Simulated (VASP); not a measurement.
# Mg (P6_3/mmc) in VASP: further runs, part 2 of 2

VASP 6.6.1. The steps go on from the part before.

**3. Single point, PBE (strain -0.080 along x and y, -0.040 along z)**

INCAR

```
ALGO = Normal
EDIFF = 1E-6
ENCUT = 520
GGA = PE
ISIF = 2
ISMEAR = 0
LASPH = T
LCHARG = F
LREAL = F
LWAVE = F
NBANDS = 9
NELM = 60
PREC = Accurate
SIGMA = 0.15
```

KPOINTS

```
k-points
0
Gamma
  18 18 10
```

POSCAR

```
Mg
1.0
    2.9525298099      0.0000000000      0.0000000000
   -1.4762649049      2.5569658208      0.0000000000
    0.0000000000      0.0000000000      5.0019168000
Mg
2
Direct
    0.3333333333      0.6666666667      0.2500000000
    0.6666666667      0.3333333333      0.7500000000
```

Potentials or basis: VASP PAW PBE potentials, release 64 (Mg).

Started as:

```bash
cat potpaw_PBE.64/Mg/POTCAR > POTCAR
mpirun -np 1 vasp_std > vasp.out
```

It took 16 s on 1 thread of Intel Xeon 6975P-C (Granite Rapids), shared host; peak memory 0.21 GiB.

Results (log left out):

```yaml
Free_energy: -2.7836 eV
Pressure: 10.4 GPa
Band_gap_on_the_k_mesh: zero (bands 2 and 3 overlap by 2.51 eV)
```

Stress tensor (GPa, compression positive):
```
11.89  0.00  0.00
 0.00 11.89  0.00
 0.00  0.00  7.50
```

Levels at points of the mesh, in eV from the Fermi level:
| k point | band 1 | band 2 | band 3 | band 4 | band 5 | band 6 |
| --- | --- | --- | --- | --- | --- | --- |
| (0.00, 0.00, 0.00) | -7.80 | -2.24 | -1.63 | 12.59 | 12.64 | 12.64 |
| (0.50, 0.00, 0.00) | -2.35 | -2.12 | 2.93 | 3.01 | 3.60 | 4.06 |
| (0.00, 0.00, 0.50) | -6.30 | -6.30 | 4.97 | 4.97 | 13.36 | 13.36 |
| (0.50, 0.00, 0.50) | -1.24 | -1.24 | -0.29 | -0.29 | 8.62 | 8.62 |

Caveat: the cell differs from its parent crystal (strain -0.080 along x and y, -0.040 along z); the cell stands under pressure.

**4. Single point, PBE (strain -0.080 along x and y, +0.000 along z)**

INCAR

```
  PREC = Accurate
  ENCUT = 520
  EDIFF = 1E-6
  ISMEAR = 0
  SIGMA = 0.15
  LREAL = False
  LASPH = True
  NELM = 80
  ALGO = Normal
  ISIF = 2
  LWAVE = False
  LCHARG = False
  GGA = PE
  NBANDS = 9
```

KPOINTS

```
Automatic mesh
0
Gamma
  18 18 10
```

Changes to POSCAR since step 3:

```diff
@@ -4,3 +4,3 @@
    -1.4762649049      2.5569658208      0.0000000000
-    0.0000000000      0.0000000000      5.0019168000
+    0.0000000000      0.0000000000      5.2103300000
 Mg
```

Started as:

```bash
cat potpaw_PBE.64/Mg/POTCAR > POTCAR
mpirun -np 1 vasp_std > vasp.out
```

Run time: 14 s. Hardware: 1 thread of Intel Xeon 6975P-C (Granite Rapids), shared host; peak memory 0.21 GiB.

The run converged. Its results:

| Quantity | Value |
| --- | --- |
| Free energy | -2.8353 eV |
| Pressure | 8.0 GPa |
| Band gap on the k mesh | zero (bands 2 and 3 overlap by 2.97 eV) |

Stress tensor (GPa, compression positive):
```
10.33  0.00  0.00
 0.00 10.33  0.00
 0.00  0.00  3.18
```

Levels at points of the mesh, in eV from the Fermi level:
```
           k point  band 1  band 2  band 3  band 4  band 5
(0.00, 0.00, 0.00)   -7.61   -2.38   -2.01   11.70   12.85
(0.50, 0.00, 0.00)   -2.17   -1.92    2.83    2.93    3.20
(0.00, 0.00, 0.50)   -6.23   -6.23    4.22    4.22   13.51
(0.50, 0.00, 0.50)   -1.15   -1.15   -0.21   -0.21    8.34
```

Caveat: the cell differs from its parent crystal (strain -0.080 along x and y, +0.000 along z); the stress differs along the axes, from 3 to 10 GPa.

**5. Single point, PBE (strain -0.040 along x and y, -0.080 along z)**

INCAR

```
PREC = Accurate ; ENCUT = 520
EDIFF = 1E-7 ; ISMEAR = 0
SIGMA = 0.15 ; LREAL = F
LASPH = T ; NELM = 100
ALGO = Normal ; ISIF = 2
LWAVE = F ; LCHARG = T
GGA = PE ; LELF = T
LVHAR = T ; NBANDS = 9
```

KPOINTS

```
regular mesh
0
Gamma
  18 18 10
```

POSCAR

```
Mg
1.0
    3.0809006712      0.0000000000      0.0000000000
   -1.5404503356      2.6681382478      0.0000000000
    0.0000000000      0.0000000000      4.7935036000
Mg
2
Direct
    0.3333333333      0.6666666667      0.2500000000
    0.6666666667      0.3333333333      0.7500000000
```

Potentials or basis: VASP PAW PBE potentials, release 64 (Mg).

Started as:

```bash
cat potpaw_PBE.64/Mg/POTCAR > POTCAR
mpirun -np 1 vasp_std > vasp.out
```

OUTCAR:

```text
PREC = Accurate
   ENCUT = 520
   EDIFF = 1E-7
   ISMEAR = 0
   LREAL = F
   LASPH = T
   NELM = 100
   ISIF = 2
   GGA = PE

 ion  position               nearest neighbor table
   1  0.333  0.667  0.250-   2 2.98   2 2.98   2 2.98   2 2.98   2 2.98   2 2.98
   2  0.667  0.333  0.750-   1 2.98   1 2.98   1 2.98   1 2.98   1 2.98   1 2.98

  LATTYP: Found a hexagonal cell.
 ALAT       =     3.0809006712
 C/A-ratio  =     1.5558773591

  Lattice vectors:

[... 475 lines left out ...]

 [... further k-points ...]

------------------------ aborting loop because EDIFF is reached ----------------------------------------

  FORCE on cell =-STRESS in cart. coord.  units (eV):
  Direction    XX          YY          ZZ          XY          YZ          ZX
  --------------------------------------------------------------------------------------
  -------------------------------------------------------------------------------------
  Total        1.5786316      1.5786316      2.3234280      0.0000000      0.0000000      0.0000000
  in kB       64.1877705     64.1877705     94.4714787      0.0000000      0.0000000      0.0000000
  external PRESSURE =      74.2823399 kB  Pullay stress =       0.0000000 kB

 VOLUME and BASIS-vectors are now :
 -----------------------------------------------------------------------------
  energy-cutoff  :      520.00
  volume of cell :       39.40
      direct lattice vectors                 reciprocal lattice vectors
     3.080900671  0.000000000  0.000000000     0.324580409  0.187396587  0.000000000
    -1.540450336  2.668138248  0.000000000     0.000000000  0.374793173  0.000000000
     0.000000000  0.000000000  4.793503600     0.000000000  0.000000000  0.208615677

 POSITION                                       TOTAL-FORCE (eV/Angst)
 -----------------------------------------------------------------------------------
     -0.00000      1.77876      1.19838         0.000000     -0.000000      0.000000
      1.54045      0.88938      3.59513        -0.000000      0.000000      0.000000
 -----------------------------------------------------------------------------------
    total drift:                                0.000000     -0.000000      0.000000

  FREE ENERGIE OF THE ION-ELECTRON SYSTEM (eV)
  ---------------------------------------------------
  free  energy   TOTEN  =        -2.8800980306 eV

  energy  without entropy=       -2.8724620976  energy(sigma->0) =       -2.87628006
```

stdout:

```text
POSCAR found type information on POSCAR Mg
 POSCAR found :  1 types and       2 ions
 scaLAPACK will be used
 LDA part: xc-table for (Slater+PW92), standard interpolation
 POSCAR, INCAR and KPOINTS ok, starting setup
 FFT: planning ... GRIDC
 FFT: planning ... GRID_SOFT
 FFT: planning ... GRID
 WAVECAR not read
 entering main loop
```

Wall time 15 s (1 thread of Intel Xeon 6975P-C (Granite Rapids), shared host); peak memory 0.21 GiB.

What came out:

```yaml
Free_energy: -2.8801 eV
Pressure: 7.4 GPa
Band_gap_on_the_k_mesh: zero (bands 2 and 3 overlap by 1.96 eV)
```

Caveat: the cell differs from its parent crystal (strain -0.040 along x and y, -0.080 along z); the cell stands under pressure.

**6. Single point, PBE (strain -0.080 along x and y, +0.040 along z)**

INCAR

```
SYSTEM = Mg
PREC = Accurate ; ENCUT = 520
EDIFF = 1E-6 ; ISMEAR = 0
SIGMA = 0.15 ; LREAL = .FALSE.
LASPH = .TRUE. ; NELM = 80
ALGO = Fast ; ISIF = 2
LWAVE = .FALSE. ; LCHARG = .FALSE.
GGA = PE ; NBANDS = 9
```

KPOINTS

```
Automatic mesh
0
G
  18 18 10
  0 0 0
```

POSCAR

```
Mg
1.0
    2.9525298099      0.0000000000      0.0000000000
   -1.4762649049      2.5569658208      0.0000000000
    0.0000000000      0.0000000000      5.4187432000
Mg
2
Direct
    0.3333333333      0.6666666667      0.2500000000
    0.6666666667      0.3333333333      0.7500000000
```

Potentials or basis: VASP PAW PBE potentials, release 64 (Mg).

Started as:

```bash
cat potpaw_PBE.64/Mg/POTCAR > POTCAR
mpirun -np 1 vasp_std > vasp.out
```

It took 15 s on 1 thread of Intel Xeon 6975P-C (Granite Rapids), shared host; peak memory 0.21 GiB.

Results (log left out):

| Property | Result |
| --- | --- |
| Free energy | -2.8518 eV |
| Pressure | 6.1 GPa |
| Band gap on the k mesh | zero (bands 2 and 3 overlap by 3.37 eV) |

Stress tensor (GPa, compression positive):
```
8.85 0.00 0.00
0.00 8.85 0.00
0.00 0.00 0.48
```

Levels at points of the mesh, in eV from the Fermi level:
```
           k point  band 1  band 2  band 3  band 4  band 5
(0.00, 0.00, 0.00)   -7.43   -2.47   -2.36   10.78   12.17
(0.50, 0.00, 0.00)   -1.99   -1.74    2.77    2.84    2.89
(0.00, 0.00, 0.50)   -6.15   -6.15    3.56    3.56   13.65
(0.50, 0.00, 0.50)   -1.05   -1.05   -0.13   -0.13    8.04
```

Caveat: the cell differs from its parent crystal (strain -0.080 along x and y, +0.040 along z); the stress differs along the axes, from 0 to 9 GPa.

**7. Summary**

```tsv
cell	gap on the mesh (eV)	pressure (GPa)
a = 2.953, b = 2.953, c = 4.794 Å, angles 90.0, 90.0, 120.0°, 2 atoms	none	13.7
a = 2.953, b = 2.953, c = 5.002 Å, angles 90.0, 90.0, 120.0°, 2 atoms	none	10.4
a = 2.953, b = 2.953, c = 5.210 Å, angles 90.0, 90.0, 120.0°, 2 atoms	none	8.0
a = 3.081, b = 3.081, c = 4.794 Å, angles 90.0, 90.0, 120.0°, 2 atoms	none	7.4
a = 2.953, b = 2.953, c = 5.419 Å, angles 90.0, 90.0, 120.0°, 2 atoms	none	6.1
```

Alike in all rows: task single point; level PBE; potentials or basis VASP PAW PBE potentials, release 64 (Mg); no spin polarisation; k mesh 18 × 18 × 10; cutoff (eV) 520; smearing gaussian 0.15 eV.

Caveats: the cell stands under pressure (at least some runs); the stress differs along the axes, from 3 to 10 GPa (at least some runs); the stress differs along the axes, from 0 to 9 GPa (at least some runs).

Absolute energies hang on the potentials; compare differences alone.
